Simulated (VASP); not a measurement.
# Tl (Pm-3n) in VASP: single point with r2SCAN

Aim: the single point of Tl with r2SCAN.

All numbers are computed with VASP 6.6.1; they aren't measurements. Logs are shortened: lines on timing, memory, paths and dates and some standing lists are left out, and cuts for length are marked.

### 1 The cell of the first run

It takes space group Pm-3n (No. 223, cubic). Conventional cell: a = 6.242 Å, b = 6.242 Å, c = 6.242 Å, α = 90.00°, β = 90.00°, γ = 90.00°. Tl (site symmetry m-3) has 12 Tl at 3.49 Å within 4.6 Å. Within 4.1 Å of Tl (site symmetry -4m2) lie 14 Tl at 3.12 to 3.82 Å.

### 2 Single point, r2SCAN

The input, POSCAR:

```
Tl
1.0
    6.2419635786      0.0000000000      0.0000000000
    0.0000000000      6.2419635786      0.0000000000
    0.0000000000      0.0000000000      6.2419635786
Tl
8
Direct
    1.0000000000      1.0000000000      0.0000000000
    0.5000000000      0.5000000000      0.5000000000
    0.2500000000      1.0000000000      0.5000000000
    0.7500000000      1.0000000000      0.5000000000
    0.5000000000      0.2500000000      0.0000000000
    0.5000000000      0.7500000000      0.0000000000
    0.0000000000      0.5000000000      0.2500000000
    0.0000000000      0.5000000000      0.7500000000
```

The input, INCAR.step1:

```
ALGO = Normal
EDIFF = 1E-4
ENCUT = 520
GGA = PE
ISMEAR = -1
LASPH = T
LCHARG = F
LREAL = F
LWAVE = T
NBANDS = 62
NELM = 60
PREC = Accurate
SIGMA = 0.1
```

The input, INCAR.step2:

```
ALGO = Normal
EDIFF = 1E-7
ENCUT = 520
ISIF = 2
ISMEAR = -1
ISTART = 1
LASPH = T
LCHARG = T
LELF = T
LMIXTAU = T
LREAL = F
LVHAR = T
LWAVE = F
METAGGA = R2SCAN
NBANDS = 62
NELM = 60
PREC = Accurate
SIGMA = 0.1
```

The input, KPOINTS:

```
k-points
0
Gamma
  4 4 4
```

Potentials or basis: VASP PAW PBE potentials, release 64 (Tl_d).

Run with:

```console
> cat potpaw_PBE.64/Tl_d/POTCAR > POTCAR
> cp INCAR.step1 INCAR
> mpirun -np 1 vasp_std > vasp.out
> cp INCAR.step2 INCAR
> mpirun -np 1 vasp_std > vasp.out
```

OUTCAR:

```text
EDIFF = 1E-7
   ENCUT = 520
   ISIF = 2
   ISMEAR = -1
   ISTART = 1
   LASPH = T
   LREAL = F
   METAGGA = R2SCAN
   NELM = 60
   PREC = Accurate

 ion  position               nearest neighbor table
   1  0.000  0.000  0.000-   3 3.49   4 3.49   5 3.49   6 3.49   7 3.49   8 3.49   3 3.49   4 3.49
                             7 3.49   8 3.49   5 3.49   6 3.49
   2  0.500  0.500  0.500-   3 3.49   4 3.49   5 3.49   6 3.49   7 3.49   8 3.49   5 3.49   6 3.49
                             3 3.49   4 3.49   7 3.49   8 3.49
   3  0.250  0.000  0.500-   4 3.12   4 3.12   1 3.49   1 3.49   2 3.49   2 3.49   5 3.82   6 3.82
                             6 3.82   5 3.82   8 3.82   7 3.82   8 3.82   7 3.82
   4  0.750  0.000  0.500-   3 3.12   3 3.12   1 3.49   1 3.49   2 3.49   2 3.49   5 3.82   6 3.82
                             6 3.82   5 3.82   8 3.82   7 3.82   8 3.82   7 3.82
   5  0.500  0.250  0.000-   6 3.12   6 3.12   1 3.49   2 3.49   2 3.49   1 3.49   3 3.82   4 3.82
                             3 3.82   4 3.82   8 3.82   7 3.82   7 3.82   8 3.82
   6  0.500  0.750  0.000-   5 3.12   5 3.12   1 3.49   2 3.49   2 3.49   1 3.49   3 3.82   4 3.82
                             3 3.82   4 3.82   8 3.82   7 3.82   7 3.82   8 3.82
   7  0.000  0.500  0.250-   8 3.12   8 3.12   1 3.49   2 3.49   1 3.49   2 3.49   3 3.82   4 3.82
                             5 3.82   3 3.82   4 3.82   6 3.82   5 3.82   6 3.82
   8  0.000  0.500  0.750-   7 3.12   7 3.12   1 3.49   2 3.49   1 3.49   2 3.49   3 3.82   4 3.82
                             5 3.82   3 3.82   4 3.82   6 3.82   5 3.82   6 3.82

  LATTYP: Found a simple cubic cell.
 ALAT       =     6.2419635786

  Lattice vectors:

 A1 = (   6.2419635786,   0.0000000000,   0.0000000000)
 A2 = (   0.0000000000,   6.2419635786,   0.0000000000)
 A3 = (   0.0000000000,   0.0000000000,   6.2419635786)

Analysis of symmetry for initial positions (statically):
=====================================================================
 Subroutine PRICEL returns:
 Original cell was already a primitive cell.

 Routine SETGRP: Setting up the symmetry group for a
 simple cubic supercell.

 Subroutine GETGRP returns: Found 48 space group operations
 (whereof 24 operations were pure point group operations)
 out of a pool of 48 trial point group operations.

The static configuration has the point symmetry T_h .
 The point group associated with its full space group is O_h .

Analysis of symmetry for dynamics (positions and initial velocities):
=====================================================================
 Subroutine PRICEL returns:
 Original cell was already a primitive cell.

 Routine SETGRP: Setting up the symmetry group for a
 simple cubic supercell.

 Subroutine GETGRP returns: Found 48 space group operations
 (whereof 24 operations were pure point group operations)
[... 112 lines left out ...]
   NUPDOWN=      -1.0000    fix difference up-down
   EMIN   =  10.00;   EMAX   =-10.00  energy-range for DOS
   EFERMI =   0.00;   METHOD = LEGACY
   ISMEAR =    -1;   SIGMA  =   0.10  broadening in eV -4-tet -1-fermi 0-gaus
   EFERMI_NEDOS =   21; number of points for ismear=-14 and -15
   IALGO  =     38    algorithm
   IMIX   =      4    mixing-type and parameters
     AMIX     =   0.40;   BMIX     =  1.00
     AMIX_MAG =   1.60;   BMIX_MAG =  1.00
  volume/ion in A,a.u.               =      30.40       205.15
  Fermi-wavevector in a.u.,A,eV,Ry     =   1.233383  2.330756 20.697648  1.521234
  Thomas-Fermi vector in A             =   2.368116
   LORBIT       =      0    0 simple, 1 ext, 2 COOP (PROOUT), +10 PAW based schemes
   METAGGA = R2SCAN    functional components
   LHFCALC =     F    Hartree Fock is set to
   AEXX    =    0.0000 exact exchange contribution
   IVDW    =     0    specifies the selected vdW correction
   LEPSILON=     F    determine dielectric tensor
   LRPA    =     F    only Hartree local field effects (RPA)
 non-spin polarized calculation
  energy-cutoff  :      520.00
  volume of cell :      243.20
 maximum number of plane-waves:      6619
 NGX is ok and might be reduce to    48
   NGX = 23   NGY = 23   NGZ = 23

 number of electron     103.9999950 magnetization

 Free energy of the ion-electron system (eV)
  ---------------------------------------------------
  ext. energy  EPLUGINS =         0.00000000
  ---------------------------------------------------
  free energy    TOTEN  =      -425.43777913 eV

  energy without entropy =     -425.34068790  energy(sigma->0) =     -425.38923352

 E-fermi :   5.9139     XC(G=0): -10.4815

 val. band max:        5.7690061924   @ k =   0.5000   0.2500   0.0000
 cond. band min:       5.9500522559   @ k =   0.5000   0.5000   0.2500
 fundamental gap:      0.1810460635
 Fermi energy:         5.9139293324

 k-point     1 :       0.0000    0.0000    0.0000
  band No.  band energies     occupation
      1      -6.6613      2.00000
      2      -6.6613      2.00000
      3      -6.6449      2.00000
      4      -6.3607      2.00000
      5      -6.3607      2.00000
      6      -6.3607      2.00000
[... 639 lines left out ...]
     61      10.1334      0.00000
     62      10.1334      0.00000

------------------------ aborting loop because EDIFF is reached ----------------------------------------

  FORCE on cell =-STRESS in cart. coord.  units (eV):
  Direction    XX          YY          ZZ          XY          YZ          ZX
  --------------------------------------------------------------------------------------
  -------------------------------------------------------------------------------------
  Total       -0.0887413     -0.0887413     -0.0887413     -0.0000000     -0.0000000      0.0000000
  in kB       -0.5846186     -0.5846186     -0.5846186     -0.0000000     -0.0000000      0.0000000
  external PRESSURE =      -0.5846186 kB  Pullay stress =       0.0000000 kB

 VOLUME and BASIS-vectors are now :
 -----------------------------------------------------------------------------
  energy-cutoff  :      520.00
  volume of cell :      243.20
      direct lattice vectors                 reciprocal lattice vectors
     6.241963579  0.000000000  0.000000000     0.160205997  0.000000000  0.000000000
     0.000000000  6.241963579  0.000000000     0.000000000  0.160205997  0.000000000
     0.000000000  0.000000000  6.241963579     0.000000000  0.000000000  0.160205997

 POSITION                                       TOTAL-FORCE (eV/Angst)
 -----------------------------------------------------------------------------------
      0.00000      0.00000      0.00000         0.000000      0.000000     -0.000000
      3.12098      3.12098      3.12098         0.000000      0.000000     -0.000000
      1.56049      0.00000      3.12098        -0.000000     -0.000000     -0.000000
      4.68147      0.00000      3.12098         0.000000      0.000000      0.000000
      3.12098      1.56049      0.00000         0.000000      0.000000      0.000000
      3.12098      4.68147      0.00000         0.000000     -0.000000     -0.000000
      0.00000      3.12098      1.56049         0.000000      0.000000     -0.000000
      0.00000      3.12098      4.68147        -0.000000     -0.000000      0.000000
 -----------------------------------------------------------------------------------
    total drift:                                0.000000     -0.000000      0.000000

  FREE ENERGIE OF THE ION-ELECTRON SYSTEM (eV)
  ---------------------------------------------------
  free  energy   TOTEN  =      -425.4377791284 eV

  energy  without entropy=     -425.3406879025  energy(sigma->0) =     -425.38923352
```

OUTCAR.step1:

```text
EDIFF = 1E-4
   ENCUT = 520
   GGA = PE
   ISMEAR = -1
   LASPH = T
[... 886 lines left out ...]
      3.12098      1.56049      0.00000         0.000000      0.000000     -0.000000
      3.12098      4.68147      0.00000        -0.000000     -0.000000     -0.000000
      0.00000      3.12098      1.56049        -0.000000      0.000000      0.000000
      0.00000      3.12098      4.68147         0.000000     -0.000000     -0.000000
 -----------------------------------------------------------------------------------
    total drift:                                0.000000     -0.000000      0.000000

  FREE ENERGIE OF THE ION-ELECTRON SYSTEM (eV)
  ---------------------------------------------------
  free  energy   TOTEN  =       -17.7799556309 eV

  energy  without entropy=      -17.6793990050  energy(sigma->0) =      -17.72967732
```

OSZICAR.step1:

```text
N       E                     dE             d eps       ncg     rms          rms(c)
DAV:   1     0.630394287375E+03    0.63039E+03   -0.55426E+04  1240   0.157E+03
DAV:   2     0.373182897652E+01   -0.62666E+03   -0.61436E+03  1300   0.360E+02
DAV:   3    -0.176937468797E+02   -0.21426E+02   -0.21075E+02  1336   0.518E+01
DAV:   4    -0.179682439490E+02   -0.27450E+00   -0.27424E+00  1336   0.529E+00
DAV:   5    -0.179725570590E+02   -0.43131E-02   -0.43130E-02  1320   0.744E-01    0.553E+00
DAV:   6    -0.178100583247E+02    0.16250E+00   -0.32508E-01  1324   0.260E+00    0.390E+00
DAV:   7    -0.177820494248E+02    0.28009E-01   -0.15560E-01  1294   0.180E+00    0.129E+00
DAV:   8    -0.177799287504E+02    0.21207E-02   -0.14293E-02  1300   0.533E-01    0.744E-02
DAV:   9    -0.177799556309E+02   -0.26880E-04   -0.10966E-04   826   0.530E-02
   1 F= -.17779956E+02 E0= -.17729677E+02  d E =-.100557E+00
```

Wall time 9.6 min (1 thread of Intel Xeon Platinum 8375C at 2.90GHz (Ice Lake), shared host); peak memory 0.4 GiB.

What came out:

* Free energy: -425.4378 eV
* Pressure: -0.1 GPa
* Band gap on the k mesh: zero (band 52 reaches 7.59 eV, above the bottom of band 53 at 5.05 eV)

Caveat: the PAW data sets were made with another functional, which shifts forces and pressure a little; spin-orbit coupling is left out, which moves the levels of the heavy elements.
